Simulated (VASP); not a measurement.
# BaTe in VASP: single point with PBEsol

Aim: the single point of BaTe with PBEsol.

All numbers are computed with VASP 6.6.1; they aren't measurements. Logs are shortened: lines on timing, memory, paths and dates and some standing lists are left out, and cuts for length are marked.

## Step 1: The cell of the first run

The cell holds a slab with vacuum, 8 atoms: a = 4.909 Å, b = 4.909 Å, c = 25.414 Å, α = 90.00°, β = 90.00°, γ = 90.00°.

## Step 2: Single point, PBEsol

The input, INCAR:

```
SYSTEM = BaTe
ALGO = Normal ; DIPOL = 0.5 0.5 0.500
EDIFF = 1E-7 ; ENCUT = 520
GGA = PS ; IDIPOL = 3
ISIF = 2 ; ISMEAR = 0
LASPH = .TRUE. ; LCHARG = .TRUE.
LDIPOL = .TRUE. ; LELF = .TRUE.
LREAL = .FALSE. ; LVACPOTAV = .TRUE.
LVHAR = .TRUE. ; LWAVE = .FALSE.
NBANDS = 42 ; NELM = 80
PREC = Accurate ; SIGMA = 0.05
```

The input, KPOINTS:

```
k-points
0
G
  6 6 1
  0 0 0
```

The input, POSCAR:

```
BaTe
1.0
    4.9092972909      0.0000000000      0.0000000000
    0.0000000000      4.9092972909      0.0000000000
    0.0000000000      0.0000000000     25.4141922157
Ba Te
4 4
Direct
    0.5000000000      0.5000000000      0.2982427029
    0.0000000000      0.0000000000      0.4310714101
    0.5000000000      0.5000000000      0.5689292595
    0.0000000000      0.0000000000      0.7017577546
    0.0000000000      0.0000000000      0.2949121270
    0.5000000000      0.5000000000      0.4320715931
    0.0000000000      0.0000000000      0.5679275570
    0.5000000000      0.5000000000      0.7050875959
```

Potentials or basis: VASP PAW PBE potentials, release 64 (Ba_sv, Te).

Command:

```sh
cat potpaw_PBE.64/Ba_sv/POTCAR potpaw_PBE.64/Te/POTCAR > POTCAR
mpirun -np 1 vasp_std > vasp.out
```

OUTCAR:

```text
SYSTEM = BaTe
   EDIFF = 1E-7
   ENCUT = 520
   GGA = PS
   ISIF = 2
   ISMEAR = 0
   LASPH = .TRUE.
   LREAL = .FALSE.
   NELM = 80
   PREC = Accurate

 ion  position               nearest neighbor table
   1  0.500  0.500  0.298-   6 3.40   5 3.47   5 3.47   5 3.47   5 3.47
   2  0.000  0.000  0.431-   5 3.46   6 3.47   6 3.47   6 3.47   6 3.47   7 3.48
   3  0.500  0.500  0.569-   8 3.46   7 3.47   7 3.47   7 3.47   7 3.47   6 3.48
   4  0.000  0.000  0.702-   7 3.40   8 3.47   8 3.47   8 3.47   8 3.47
   5  0.000  0.000  0.295-   2 3.46   1 3.47   1 3.47   1 3.47   1 3.47
   6  0.500  0.500  0.432-   1 3.40   2 3.47   2 3.47   2 3.47   2 3.47   3 3.48
   7  0.000  0.000  0.568-   4 3.40   3 3.47   3 3.47   3 3.47   3 3.47   2 3.48
   8  0.500  0.500  0.705-   3 3.46   4 3.47   4 3.47   4 3.47   4 3.47

  LATTYP: Found a simple tetragonal cell.
 ALAT       =     4.9092972909
 C/A-ratio  =     5.1767474467

  Lattice vectors:

 A1 = (   4.9092972909,   0.0000000000,   0.0000000000)
 A2 = (   0.0000000000,   4.9092972909,   0.0000000000)
 A3 = (   0.0000000000,   0.0000000000,  25.4141922157)

Analysis of symmetry for initial positions (statically):
=====================================================================
 Subroutine PRICEL returns:
 Original cell was already a primitive cell.

 Routine SETGRP: Setting up the symmetry group for a
 simple tetragonal supercell.

 Subroutine GETGRP returns: Found 16 space group operations
 (whereof  8 operations were pure point group operations)
 out of a pool of 16 trial point group operations.

The static configuration has the point symmetry C_4v.
 The point group associated with its full space group is D_4h.

Analysis of symmetry for dynamics (positions and initial velocities):
=====================================================================
 Subroutine PRICEL returns:
 Original cell was already a primitive cell.

 Routine SETGRP: Setting up the symmetry group for a
 simple tetragonal supercell.

 Subroutine GETGRP returns: Found 16 space group operations
 (whereof  8 operations were pure point group operations)
 out of a pool of 16 trial point group operations.

The dynamic configuration has the point symmetry C_4v.
 The point group associated with its full space group is D_4h.

 Subroutine INISYM returns: Found 16 space group operations
 (whereof  8 operations are pure point group operations),
 and found     1 'primitive' translations

----------------------------------------------------------------------------------------

                                     Primitive cell

  volume of cell :     612.5125

  direct lattice vectors                    reciprocal lattice vectors
     4.909297291  0.000000000  0.000000000     0.203695140  0.000000000  0.000000000
     0.000000000  4.909297291  0.000000000     0.000000000  0.203695140  0.000000000
     0.000000000  0.000000000 25.414192216     0.000000000  0.000000000  0.039348093

  length of vectors
     4.909297291  4.909297291 25.414192216     0.203695140  0.203695140  0.039348093

  position of ions in fractional coordinates (direct lattice)
     0.500000000  0.500000000  0.298242703
     0.000000000  0.000000000  0.431071410
     0.500000000  0.500000000  0.568929260
     0.000000000  0.000000000  0.701757755
     0.000000000  0.000000000  0.294912127
     0.500000000  0.500000000  0.432071593
     0.000000000  0.000000000  0.567927557
     0.500000000  0.500000000  0.705087596

  ion indices of the primitive-cell ions
   primitive index   ion index
                 1           1
                 2           2
                 3           3
                 4           4
                 5           5
                 6           6
                 7           7
                 8           8

----------------------------------------------------------------------------------------

 KPOINTS: k-points

Automatic generation of k-mesh.
 Grid dimensions read from file:
 generate k-points for:    6    6    1

 Generating k-lattice:

  Cartesian coordinates                     Fractional coordinates (reciprocal lattice)
     0.033949190  0.000000000  0.000000000     0.166666667  0.000000000  0.000000000
     0.000000000  0.033949190  0.000000000     0.000000000  0.166666667  0.000000000
     0.000000000  0.000000000  0.039348093     0.000000000  0.000000000  1.000000000

  Length of vectors
     0.033949190  0.033949190  0.039348093

  Shift w.r.t. Gamma in fractional coordinates (k-lattice)
     0.000000000  0.000000000  0.000000000

 Subroutine IBZKPT returns following result:
 ===========================================

 Found     10 irreducible k-points:

 Following reciprocal coordinates:
            Coordinates               Weight
  0.000000  0.000000  0.000000      1.000000
  0.166667  0.000000  0.000000      4.000000
  0.333333  0.000000  0.000000      4.000000
  0.500000  0.000000  0.000000      2.000000
  0.166667  0.166667  0.000000      4.000000
  0.333333  0.166667  0.000000      8.000000
  0.500000  0.166667  0.000000      4.000000
  0.333333  0.333333  0.000000      4.000000
  0.500000  0.333333  0.000000      4.000000
  0.500000  0.500000  0.000000      1.000000
   k-points           NKPTS =     10   k-points in BZ     NKDIM =     10   number of bands    NBANDS=     42
   number of dos      NEDOS =    301   number of ions     NIONS =      8
   total plane-waves  NPLWV = 307200
   dimension x,y,z NGX =    40 NGY =   40 NGZ =  192
   dimension x,y,z NGXF=    80 NGYF=   80 NGZF=  384
   ions per type =               4   4
   NGX,Y,Z   is equivalent  to a cutoff of  13.55, 13.55, 12.56 a.u.
   NGXF,Y,Z  is equivalent  to a cutoff of  27.09, 27.09, 25.12 a.u.
 SYSTEM =  BaTe
   PREC   = accura    normal or accurate (medium, high low for compatibility)
   ISTART =      0    job   : 0-new  1-cont  2-samecut
   ICHARG =      2    charge: 1-file 2-atom 10-const
   ISPIN  =      1    spin polarized calculation?
   LNONCOLLINEAR =      F non collinear calculations
   LSORBIT =      F    spin-orbit coupling
   LASPH  =      T    aspherical Exc in radial PAW
   ENCUT  =  520.0 eV  38.22 Ry    6.18 a.u.   9.13  9.13 47.25*2*pi/ulx,y,z
   NELM   =     80;   NELMIN=  2; NELMDL= -5     # of ELM steps
   EDIFF  = 0.1E-06   stopping-criterion for ELM
   LREAL  =      F    real-space projection
   EDIFFG = 0.1E-05   stopping-criterion for IOM
   NSW    =      0    number of steps for IOM
   IBRION =     -1    ionic relax: 0-MD 1-quasi-New 2-CG
   NFREE  =      0    steps in history (QN), initial steepest desc. (CG)
   ISIF   =      2    stress and relaxation
   ISYM   =      2    0-nonsym 1-usesym 2-fastsym
   POTIM  = 0.5000    time-step for ionic-motion
   TEBEG  =    0.0;   TEEND  =   0.0 temperature during run
   PSTRESS=    0.0 pullay stress
   NELECT =      64.0000    total number of electrons
   NUPDOWN=      -1.0000    fix difference up-down
   EMIN   =  10.00;   EMAX   =-10.00  energy-range for DOS
   EFERMI =   0.00;   METHOD = LEGACY
   ISMEAR =     0;   SIGMA  =   0.05  broadening in eV -4-tet -1-fermi 0-gaus
   EFERMI_NEDOS =   21; number of points for ismear=-14 and -15
   IALGO  =     38    algorithm
   IMIX   =      4    mixing-type and parameters
     AMIX     =   0.40;   BMIX     =  1.00
     AMIX_MAG =   1.60;   BMIX_MAG =  1.00
  volume/ion in A,a.u.               =      76.56       516.68
  Fermi-wavevector in a.u.,A,eV,Ry     =   0.771075  1.457120  8.089430  0.594556
  Thomas-Fermi vector in A             =   1.872415
   LORBIT       =      0    0 simple, 1 ext, 2 COOP (PROOUT), +10 PAW based schemes
   GGA     = PS    functional components
   LHFCALC =     F    Hartree Fock is set to
   AEXX    =    0.0000 exact exchange contribution
   IVDW    =     0    specifies the selected vdW correction
   LEPSILON=     F    determine dielectric tensor
   LRPA    =     F    only Hartree local field effects (RPA)
 non-spin polarized calculation
 Gauss-broadening in eV      SIGMA  =   0.05
  energy-cutoff  :      520.00
  volume of cell :      612.51
 maximum number of plane-waves:     16543
 NGX is ok and might be reduce to    40
   NGX = 19   NGY = 19   NGZ = 95

 dipolmoment           0.000000      0.000000     -0.000000 electrons x Angstroem

 number of electron      64.0000002 magnetization

 dipolmoment           0.000000      0.000000      0.000309 electrons x Angstroem

 Free energy of the ion-electron system (eV)
  ---------------------------------------------------
  ext. energy  EPLUGINS =         0.00000000
  ---------------------------------------------------
  free energy    TOTEN  =       -35.90942222 eV

  energy without entropy =      -35.90942222  energy(sigma->0) =      -35.90942222

 E-fermi :  -0.4168     XC(G=0):  -5.0737

 val. band max:       -0.6452243794   @ k =   0.0000   0.0000   0.0000
 cond. band min:       0.7726128742   @ k =   0.0000   0.0000   0.0000
 fundamental gap:      1.4178372536
 Fermi energy:        -0.4168118226

 k-point     1 :       0.0000    0.0000    0.0000
  band No.  band energies     occupation
      1     -27.8591      2.00000
      2     -27.8572      2.00000
      3     -27.5732      2.00000
      4     -27.5634      2.00000
      5     -13.2100      2.00000
      6     -13.1988      2.00000
[... 34 lines left out ...]
     41       2.6295      0.00000
     42       2.8825      0.00000

 k-point     2 :       0.1667    0.0000    0.0000
  band No.  band energies     occupation
      1     -27.8578      2.00000
      2     -27.8559      2.00000
      3     -27.5713      2.00000
      4     -27.5628      2.00000
      5     -13.2199      2.00000
      6     -13.2037      2.00000
[... 34 lines left out ...]
     41       3.0128      0.00000
     42       3.2101      0.00000

 k-point     3 :       0.3333    0.0000    0.0000
  band No.  band energies     occupation
      1     -27.8553      2.00000
      2     -27.8534      2.00000
      3     -27.5670      2.00000
      4     -27.5620      2.00000
      5     -13.2578      2.00000
      6     -13.2448      2.00000
[... 34 lines left out ...]
     41       3.5099      0.00000
     42       3.5222      0.00000

 k-point     4 :       0.5000    0.0000    0.0000
  band No.  band energies     occupation
      1     -27.8540      2.00000
      2     -27.8521      2.00000
      3     -27.5635      2.00000
      4     -27.5628      2.00000
      5     -13.2940      2.00000
      6     -13.2936      2.00000
[... 34 lines left out ...]
     41       3.8834      0.00000
     42       3.9616      0.00000

 k-point     5 :       0.1667    0.1667    0.0000
  band No.  band energies     occupation
      1     -27.8565      2.00000
      2     -27.8547      2.00000
      3     -27.5695      2.00000
      4     -27.5621      2.00000
      5     -13.2225      2.00000
      6     -13.2062      2.00000
[... 34 lines left out ...]
     41       2.9568      0.00000
     42       3.2118      0.00000

 k-point     6 :       0.3333    0.1667    0.0000
  band No.  band energies     occupation
      1     -27.8541      2.00000
      2     -27.8522      2.00000
      3     -27.5654      2.00000
      4     -27.5610      2.00000
      5     -13.2392      2.00000
      6     -13.2263      2.00000
[... 34 lines left out ...]
     41       3.5667      0.00000
     42       3.5700      0.00000

 k-point     7 :       0.5000    0.1667    0.0000
  band No.  band energies     occupation
      1     -27.8528      2.00000
      2     -27.8509      2.00000
      3     -27.5623      2.00000
      4     -27.5616      2.00000
      5     -13.2570      2.00000
      6     -13.2569      2.00000
[... 34 lines left out ...]
     41       4.1196      0.00000
     42       4.1205      0.00000

 k-point     8 :       0.3333    0.3333    0.0000
  band No.  band energies     occupation
      1     -27.8516      2.00000
      2     -27.8497      2.00000
      3     -27.5619      2.00000
      4     -27.5594      2.00000
      5     -13.2077      2.00000
      6     -13.2020      2.00000
[... 34 lines left out ...]
     41       3.7800      0.00000
     42       3.7923      0.00000

 k-point     9 :       0.5000    0.3333    0.0000
  band No.  band energies     occupation
      1     -27.8504      2.00000
      2     -27.8485      2.00000
      3     -27.5597      2.00000
      4     -27.5590      2.00000
      5     -13.1948      2.00000
      6     -13.1931      2.00000
[... 34 lines left out ...]
     41       4.3306      0.00000
     42       4.3328      0.00000

 k-point    10 :       0.5000    0.5000    0.0000
  band No.  band energies     occupation
      1     -27.8492      2.00000
      2     -27.8473      2.00000
      3     -27.5584      2.00000
      4     -27.5577      2.00000
      5     -13.1713      2.00000
      6     -13.1694      2.00000
[... 34 lines left out ...]
     41       3.9129      0.00000
     42       3.9221      0.00000

------------------------ aborting loop because EDIFF is reached ----------------------------------------

  FORCE on cell =-STRESS in cart. coord.  units (eV):
  Direction    XX          YY          ZZ          XY          YZ          ZX
  --------------------------------------------------------------------------------------
  -------------------------------------------------------------------------------------
  Total       -0.7281657     -0.7281657      0.5361136      0.0000000      0.0000000      0.0000000
  in kB       -1.9046968     -1.9046968      1.4023372      0.0000000      0.0000000      0.0000000
  external PRESSURE =      -0.8023521 kB  Pullay stress =       0.0000000 kB

 VOLUME and BASIS-vectors are now :
 -----------------------------------------------------------------------------
  energy-cutoff  :      520.00
  volume of cell :      612.51
      direct lattice vectors                 reciprocal lattice vectors
     4.909297291  0.000000000  0.000000000     0.203695140  0.000000000  0.000000000
     0.000000000  4.909297291  0.000000000     0.000000000  0.203695140  0.000000000
     0.000000000  0.000000000 25.414192216     0.000000000  0.000000000  0.039348093

 POSITION                                       TOTAL-FORCE (eV/Angst)
 -----------------------------------------------------------------------------------
      2.45465      2.45465      7.57960         0.000000      0.000000     -0.021660
      0.00000      0.00000     10.95533         0.000000     -0.000000     -0.007128
      2.45465      2.45465     14.45888         0.000000      0.000000      0.007128
      0.00000      0.00000     17.83461        -0.000000     -0.000000      0.021660
      0.00000      0.00000      7.49495         0.000000     -0.000000     -0.026620
      2.45465      2.45465     10.98075         0.000000     -0.000000     -0.005413
      0.00000      0.00000     14.43342         0.000000      0.000000      0.005413
      2.45465      2.45465     17.91923         0.000000      0.000000      0.026620
 -----------------------------------------------------------------------------------
    total drift:                                0.000000     -0.000000      0.023371

  FREE ENERGIE OF THE ION-ELECTRON SYSTEM (eV)
  ---------------------------------------------------
  free  energy   TOTEN  =       -35.9094222241 eV

  energy  without entropy=      -35.9094222241  energy(sigma->0) =      -35.90942222

 vacuum level on the upper side and lower side of the slab         3.643         3.641
```

Run time: 8.1 min. Hardware: 1 thread of AMD EPYC 7R43 (Zen 3), shared host; peak memory 0.69 GiB.

Results:

* Free energy: -35.9094 eV
* Largest force: 0.027 eV/Å
* Band gap on the k mesh: 1.42 eV

Forces in eV/Å, atoms in the order of the input:
```
Ba   0.000  0.000 -0.022
Ba   0.000  0.000 -0.007
Ba   0.000  0.000  0.007
Ba   0.000  0.000  0.022
Te   0.000  0.000 -0.027
Te   0.000  0.000 -0.005
Te   0.000  0.000  0.005
Te   0.000  0.000  0.027
```

Caveat: the PAW data sets were made with another functional, which shifts forces and pressure a little; spin-orbit coupling is left out, which moves the levels of the heavy elements.
